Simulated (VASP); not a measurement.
Here is a VASP 6.6.1 calculation.

The input INCAR:

```
SYSTEM = Ru
PREC     = Accurate       ! precision mode
ENCUT    = 520            ! plane-wave cutoff, eV
EDIFF    = 1E-6           ! SCF threshold, eV
ISMEAR   = -1             ! smearing method
SIGMA    = 0.1            ! smearing width, eV
LREAL    = .FALSE.        ! projectors in reciprocal space
LASPH    = .TRUE.         ! aspherical terms in the spheres
NELM     = 60             ! most SCF steps
ALGO     = Normal         ! electronic algorithm
ISIF     = 2              ! what is computed and relaxed
LWAVE    = .FALSE.        ! write WAVECAR
LCHARG   = .TRUE.         ! write CHGCAR
GGA      = RE             ! functional
LELF     = .TRUE.         ! ELF
LVHAR    = .TRUE.       
NBANDS   = 21             ! bands
```

Contents of KPOINTS:

```
regular mesh
0
G
  7 7 4
  0 0 0
```

File POSCAR:

```
Ru
1.0
    2.7422590884      0.0000000000      0.0000000000
   -1.3711295442      2.3748660343      0.0000000000
    0.0000000000      0.0000000000      4.2833723163
Ru
2
Direct
    0.3333333333      0.6666666667      0.2500000000
    0.6666666667      0.3333333333      0.7500000000
```

Potentials or basis: VASP PAW PBE potentials, release 64 (Ru_pv).

Launch:

```console
$ cat potpaw_PBE.64/Ru_pv/POTCAR > POTCAR
$ mpirun -np 1 vasp_std > vasp.out
```

(1) Predict the pressure.

(2) Estimate the band gap on the k mesh.

Answers

(1) -0.1 GPa.

(2) zero (band 14 reaches 13.67 eV, above the bottom of band 15 at 10.98 eV).

Caveat: the k points lie up to 0.38 Å⁻¹ apart; the PAW data sets were made with another functional, which shifts forces and pressure a little.
